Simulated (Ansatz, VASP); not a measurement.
Two plane-wave programs on Ir

```
CELL_PARAMETERS angstrom
0.00000 -1.90541 -1.90541
0.00000 1.90541 -1.90541
3.81081 0.00000 0.00000
ATOMIC_POSITIONS crystal
Ir 0.52015 0.47985 0.47754
Ir 0.97985 0.02015 0.02246
```

Change from the starting cell: mode 4 frozen in at -0.077 Å and mode 6 at -0.086 Å (largest displacements).

Alike in both runs: task single point; functional LDA; k mesh 16 × 16 × 12; occupations gaussian, width 0.15 eV; no spin polarisation.

|  | VASP | Ansatz |
| --- | --- | --- |
| version | VASP 6.6.1 | Ansatz 0.2.0 |
| potentials or method | VASP PAW LDA potentials, release 64 (Ir), cutoff 520 eV | scalar-relativistic, plane waves, PAW |
| valence electrons in the cell | 18 | 34 |

Ansatz gave:

| Quantity | Value |
| --- | --- |
| gap on the k mesh at the Fermi level (eV) | none |
| pressure (GPa) | 8.9 |
| traceless stress, the component that is largest in VASP (GPa) | 9.78 |
| rms of the force components (eV/Å) | 1.764 |

**Question.** Which values does VASP return?

**Answer.** gap on the k mesh at the Fermi level (eV): none; pressure (GPa): 11.7; traceless stress, the component that is largest in VASP (GPa): 9.83; rms of the force components (eV/Å): 1.814.

Ansatz warns that its potentials were made for another functional, while VASP's fit it. LDA's correlation is that of Perdew and Zunger in VASP and of Perdew and Wang (1992) in Ansatz. Atom by atom the forces differ by 0.051 eV/Å (rms over components). A gap of «none» marks a metal or a gap that the smearing closes. VASP's potentials hold 18 valence electrons a cell and Ansatz's 34, so a difference there can come from the potentials and not from the codes.

Spin-orbit coupling is off throughout.
